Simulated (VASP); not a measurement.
Set up this calculation in VASP 6.6.1, as the native input.

| Property | Result |
| --- | --- |
| Task | relaxation of cell and atoms |
| Functional | PBEsol |
| Potentials or basis | VASP PAW PBE potentials, release 64 (Ni) |
| Cutoff | 600 eV |
| k mesh | 20 × 20 × 20 |
| Occupations | gaussian, width 0.1 eV |
| Spin | collinear spin, ferromagnetic start |
| Starting moments | [0.73] μB |
| Target pressure | 5 GPa |
| Dipole correction | no |
| Further INCAR settings | ALGO = Normal; EDIFF = 1e-06; IBRION = 2; EDIFFG = -0.008; NSW = 70; ISIF = 3 |

The structure of Ni lies in POSCAR:

```
Ni
1.0
    0.0000000000      1.7195866958      1.7195866958
    1.7195866958      0.0000000000      1.7195866958
    1.7195866958      1.7195866958      0.0000000000
Ni
1
Direct
    0.0000000000      0.0000000000      0.0000000000
```

The input as run:

INCAR

```
PREC = Accurate ; ENCUT = 600
EDIFF = 1E-6 ; ISMEAR = 0
SIGMA = 0.1 ; LREAL = False
LASPH = True ; NELM = 150
ALGO = Normal ; ISIF = 3
LWAVE = False ; LCHARG = False
ISPIN = 2 ; MAGMOM = 0.73
LORBIT = 11 ; LMAXMIX = 4
GGA = PS ; IBRION = 2
NSW = 70 ; EDIFFG = -0.008
PSTRESS = 50.0
```

KPOINTS

```
regular mesh
0
Gamma
  20 20 20
```

Potentials or basis: VASP PAW PBE potentials, release 64 (Ni).

Run with:

```bash
$ cat potpaw_PBE.64/Ni/POTCAR > POTCAR
$ mpirun -np 1 vasp_std > vasp.out
```

Results of the run:

```
Relaxed volume                                             : 10.16 Å³/atom
Relaxed cell                                               : a = 2.431 Å, b = 2.431 Å, c = 2.431 Å, α = 60.00°, β = 60.00°, γ = 60.00°
Space group after relaxing (to 0.1 Å)                      : Fm-3m (No. 225)
Energy change on relaxing (the run minimises the enthalpy) : +0.2 meV/atom
Ionic steps                                                : 3
Pressure after relaxing                                    : 5.1 GPa
Net moment                                                 : 0.62 μB per cell
Site moments                                               : Ni +0.62 μB
Valence electrons inside the program's atomic spheres      : Ni 9.44
```

Caveat: the cell is relaxed towards a set pressure, so the run minimises the enthalpy, not the energy; the PAW data sets were made with another functional, which shifts forces and pressure a little.

It took 2.9 min on 1 thread of Intel Xeon 8259CL, on a shared host, peak memory 0.18 GiB.
